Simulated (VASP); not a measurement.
# ZnO (lda) (P6_3mc) in VASP: a series of runs

The runs below take ZnO (lda) through single point, with LDA.

All numbers are computed with VASP 6.6.1; they aren't measurements. Logs are shortened: lines on timing, memory, paths and dates and some standing lists are left out, and cuts for length are marked.

## 1. The cell of the first run

Symmetry: P6_3mc, No. 186, hexagonal system. The conventional cell has a = 3.187 Å, b = 3.187 Å, c = 5.153 Å, α = 90.00°, β = 90.00°, γ = 120.00°. Within 2.5 Å of Zn (site symmetry 3m) lie 4 O at 1.89 to 2.14 Å. Within 2.5 Å of O (site symmetry 3m) lie 4 Zn at 1.89 to 2.14 Å.

## 2. Single point, LDA

Contents of INCAR:

```
  PREC = Accurate
  ENCUT = 520
  EDIFF = 1E-6
  ISMEAR = 0
  SIGMA = 0.01
  LREAL = F
  LASPH = T
  NELM = 80
  ALGO = Normal
  ISIF = 2
  LWAVE = F
  LCHARG = T
  GGA = CA
  LELF = T
  LVHAR = T
  NBANDS = 26
```

Contents of KPOINTS:

```
Automatic mesh
0
Gamma
  9 9 6
```

Contents of POSCAR:

```
ZnO
1.0
    3.1873357838      0.0000000000      0.0000000000
   -1.5936678919      2.7603137592      0.0000000000
    0.0000000000      0.0000000000      5.1528329312
Zn O
2 2
Direct
    0.3333333333      0.6666666667     -0.0164481737
    0.6666666667      0.3333333333      0.4835518263
    0.3333333333      0.6666666667      0.3984481737
    0.6666666667      0.3333333333      0.8984481737
```

Potentials or basis: VASP PAW LDA potentials, release 64 (Zn, O).

Started as:

```
> cat potpaw_LDA.64/Zn/POTCAR potpaw_LDA.64/O/POTCAR > POTCAR
> mpirun -np 1 vasp_std > vasp.out
```

OUTCAR:

```text
PREC = Accurate
   ENCUT = 520
   EDIFF = 1E-6
   ISMEAR = 0
   LREAL = F
   LASPH = T
   NELM = 80
   ISIF = 2
   GGA = CA

 ion  position               nearest neighbor table
   1  0.333  0.667  0.984-   4 1.89   4 1.89   4 1.89   3 2.14
   2  0.667  0.333  0.484-   3 1.89   3 1.89   3 1.89   4 2.14
   3  0.333  0.667  0.398-   2 1.89   2 1.89   2 1.89   1 2.14
   4  0.667  0.333  0.898-   1 1.89   1 1.89   1 1.89   2 2.14

  LATTYP: Found a hexagonal cell.
 ALAT       =     3.1873357838
 C/A-ratio  =     1.6166583255

  Lattice vectors:

 A1 = (   3.1873357838,   0.0000000000,   0.0000000000)
 A2 = (  -1.5936678919,   2.7603137592,   0.0000000000)
 A3 = (   0.0000000000,   0.0000000000,   5.1528329312)

Analysis of symmetry for initial positions (statically):
=====================================================================
 Subroutine PRICEL returns:
 Original cell was already a primitive cell.

 Routine SETGRP: Setting up the symmetry group for a
 hexagonal supercell.

 Subroutine GETGRP returns: Found 12 space group operations
 (whereof  6 operations were pure point group operations)
 out of a pool of 24 trial point group operations.

The static configuration has the point symmetry C_3v.
 The point group associated with its full space group is C_6v.

Analysis of symmetry for dynamics (positions and initial velocities):
=====================================================================
 Subroutine PRICEL returns:
 Original cell was already a primitive cell.

 Routine SETGRP: Setting up the symmetry group for a
 hexagonal supercell.

 Subroutine GETGRP returns: Found 12 space group operations
 (whereof  6 operations were pure point group operations)
 out of a pool of 24 trial point group operations.

The dynamic configuration has the point symmetry C_3v.
 The point group associated with its full space group is C_6v.

 Subroutine INISYM returns: Found 12 space group operations
 (whereof  6 operations are pure point group operations),
 and found     1 'primitive' translations

----------------------------------------------------------------------------------------

                                     Primitive cell

  volume of cell :      45.3349

  direct lattice vectors                    reciprocal lattice vectors
     3.187335784  0.000000000  0.000000000     0.313741654  0.181138828  0.000000000
    -1.593667892  2.760313759  0.000000000     0.000000000  0.362277657  0.000000000
[... 83 lines left out ...]
   ISPIN  =      1    spin polarized calculation?
   LNONCOLLINEAR =      F non collinear calculations
   LSORBIT =      F    spin-orbit coupling
   LASPH  =      T    aspherical Exc in radial PAW
   ENCUT  =  520.0 eV  38.22 Ry    6.18 a.u.   5.93  5.93  9.58*2*pi/ulx,y,z
   NELM   =     80;   NELMIN=  2; NELMDL= -5     # of ELM steps
   EDIFF  = 0.1E-05   stopping-criterion for ELM
   LREAL  =      F    real-space projection
   EDIFFG = 0.1E-04   stopping-criterion for IOM
   NSW    =      0    number of steps for IOM
   IBRION =     -1    ionic relax: 0-MD 1-quasi-New 2-CG
   NFREE  =      0    steps in history (QN), initial steepest desc. (CG)
   ISIF   =      2    stress and relaxation
   ISYM   =      2    0-nonsym 1-usesym 2-fastsym
   POTIM  = 0.5000    time-step for ionic-motion
   TEBEG  =    0.0;   TEEND  =   0.0 temperature during run
   PSTRESS=    0.0 pullay stress
   NELECT =      36.0000    total number of electrons
   NUPDOWN=      -1.0000    fix difference up-down
   EMIN   =  10.00;   EMAX   =-10.00  energy-range for DOS
   EFERMI =   0.00;   METHOD = LEGACY
   ISMEAR =     0;   SIGMA  =   0.01  broadening in eV -4-tet -1-fermi 0-gaus
   EFERMI_NEDOS =   21; number of points for ismear=-14 and -15
   IALGO  =     38    algorithm
   IMIX   =      4    mixing-type and parameters
     AMIX     =   0.40;   BMIX     =  1.00
     AMIX_MAG =   1.60;   BMIX_MAG =  1.00
  volume/ion in A,a.u.               =      11.33        76.48
  Fermi-wavevector in a.u.,A,eV,Ry     =   1.515997  2.864818 31.269530  2.298246
  Thomas-Fermi vector in A             =   2.625445
   LORBIT       =      0    0 simple, 1 ext, 2 COOP (PROOUT), +10 PAW based schemes
   GGA     = CA    functional components
   LHFCALC =     F    Hartree Fock is set to
   AEXX    =    0.0000 exact exchange contribution
   IVDW    =     0    specifies the selected vdW correction
   LEPSILON=     F    determine dielectric tensor
   LRPA    =     F    only Hartree local field effects (RPA)
 non-spin polarized calculation
 Gauss-broadening in eV      SIGMA  =   0.01
  energy-cutoff  :      520.00
  volume of cell :       45.33
 maximum number of plane-waves:      1237
 NGX is ok and might be reduce to    24
   NGX = 11   NGY = 11   NGZ = 19

 number of electron      35.9999988 magnetization

 Free energy of the ion-electron system (eV)
  ---------------------------------------------------
  ext. energy  EPLUGINS =         0.00000000
  ---------------------------------------------------
  free energy    TOTEN  =       -20.98027776 eV

  energy without entropy =      -20.98027776  energy(sigma->0) =      -20.98027776

 E-fermi :   1.4868     XC(G=0): -11.7173

 val. band max:        1.4360957388   @ k =   0.0000   0.0000   0.0000
 cond. band min:       2.2831446397   @ k =   0.0000   0.0000   0.0000
 fundamental gap:      0.8470489009
 Fermi energy:         1.4867952693

 k-point     1 :       0.0000    0.0000    0.0000
  band No.  band energies     occupation
      1     -16.9138      2.00000
      2     -16.1115      2.00000
      3      -4.9136      2.00000
      4      -4.9136      2.00000
      5      -4.8462      2.00000
      6      -4.8462      2.00000
[... 685 lines left out ...]
     25      14.5886      0.00000
     26      16.1643      0.00000

 [... further k-points ...]
[... 5 lines left out ...]
  --------------------------------------------------------------------------------------
  -------------------------------------------------------------------------------------
  Total        2.3652869      2.3652869     -1.6365799      0.0000000      0.0000000      0.0000000
  in kB       83.5914919     83.5914919    -57.8382912      0.0000000      0.0000000      0.0000000
  external PRESSURE =      36.4482309 kB  Pullay stress =       0.0000000 kB

 VOLUME and BASIS-vectors are now :
 -----------------------------------------------------------------------------
  energy-cutoff  :      520.00
  volume of cell :       45.33
      direct lattice vectors                 reciprocal lattice vectors
     3.187335784  0.000000000  0.000000000     0.313741654  0.181138828  0.000000000
    -1.593667892  2.760313759  0.000000000     0.000000000  0.362277657  0.000000000
     0.000000000  0.000000000  5.152832931     0.000000000  0.000000000  0.194068004

 POSITION                                       TOTAL-FORCE (eV/Angst)
 -----------------------------------------------------------------------------------
     -0.00000      1.84021      5.06808         0.000000     -0.000000      0.736264
      1.59367      0.92010      2.49166        -0.000000      0.000000      0.736264
     -0.00000      1.84021      2.05314         0.000000      0.000000     -0.736264
      1.59367      0.92010      4.62955        -0.000000      0.000000     -0.736264
 -----------------------------------------------------------------------------------
    total drift:                               -0.000001     -0.000002      0.000039

  FREE ENERGIE OF THE ION-ELECTRON SYSTEM (eV)
  ---------------------------------------------------
  free  energy   TOTEN  =       -20.9802777631 eV

  energy  without entropy=      -20.9802777631  energy(sigma->0) =      -20.98027776
```

stdout:

```text
POSCAR found type information on POSCAR ZnO
 POSCAR found :  2 types and       4 ions
 scaLAPACK will be used
 LDA part: xc-table for (Slater(with rela. corr.)+CA(PZ))
 , standard interpolation
 POSCAR, INCAR and KPOINTS ok, starting setup
 FFT: planning ... GRIDC
 FFT: planning ... GRID_SOFT
 FFT: planning ... GRID
 WAVECAR not read
 entering main loop
```

It took 1.8 min on 1 thread of AMD EPYC 7R13, shared host; peak memory 0.14 GiB.

What came out:

| Quantity | Value |
| --- | --- |
| Free energy | -20.9803 eV |
| Pressure | 3.6 GPa |
| Largest force | 0.736 eV/Å |
| Band gap on the k mesh | 0.85 eV, direct |

Forces on the atoms (eV/Å):
```
Zn   0.000  0.000  0.736
Zn   0.000  0.000  0.736
O    0.000  0.000 -0.736
O    0.000  0.000 -0.736
```

LDA gaps usually lie below the measured ones, often by a third to a half.

## 3. Single point, LDA

Contents of INCAR:

```
SYSTEM = ZnO
ALGO = Normal
EDIFF = 1E-7
ENCUT = 520
GGA = CA
ISIF = 2
ISMEAR = 0
LASPH = .True.
LCHARG = .False.
LREAL = .False.
LWAVE = .False.
NBANDS = 26
NELM = 100
PREC = Accurate
SIGMA = 0.01
```

Contents of KPOINTS:

```
k-points
0
Gamma
  9 9 6
  0 0 0
```

Contents of POSCAR:

```
ZnO
1.0
    3.1873357838      0.0000000000      0.0000000000
   -1.5936678919      2.7603137592      0.0000000000
    0.0000000000      0.0000000000      5.1528329312
Zn O
2 2
Direct
    0.3333333333      0.6666666667     -0.0255664222
    0.6666666667      0.3333333333      0.4744335778
    0.3333333333      0.6666666667      0.4075664222
    0.6666666667      0.3333333333      0.9075664222
```

Potentials or basis: VASP PAW LDA potentials, release 64 (Zn, O).

Started as:

```
> cat potpaw_LDA.64/Zn/POTCAR potpaw_LDA.64/O/POTCAR > POTCAR
> mpirun -np 1 vasp_std > vasp.out
```

Run time: 1.7 min. Hardware: 1 thread of AMD EPYC 7R13, shared host; peak memory 0.14 GiB.

Results (log left out):

| Property | Result |
| --- | --- |
| Free energy | -20.8378 eV |
| Pressure | 5.6 GPa |
| Largest force | 0.753 eV/Å |
| Band gap on the k mesh | 0.88 eV, direct |

Forces in eV/Å, atoms in the order of the input:
```
Zn   0.000  0.000  0.753
Zn   0.000  0.000  0.753
O    0.000  0.000 -0.753
O    0.000  0.000 -0.753
```

Stress tensor (GPa, compression positive):
```
11.54  0.00  0.00
 0.00 11.54  0.00
 0.00  0.00 -6.22
```

Levels at points of the mesh, in eV from the valence-band top:
| k point | band 14 | band 15 | band 16 | band 17 | band 18 | band 19 | band 20 | band 21 | band 22 | band 23 |
| --- | --- | --- | --- | --- | --- | --- | --- | --- | --- | --- |
| (0.00, 0.00, 0.00) | -0.84 | -0.48 | -0.48 | 0.00 | 0.00 | 0.88 | 4.98 | 7.92 | 12.78 | 12.78 |
| (0.00, 0.00, 0.50) | -2.64 | -0.24 | -0.24 | -0.24 | -0.24 | 3.40 | 3.40 | 9.68 | 9.68 | 13.04 |
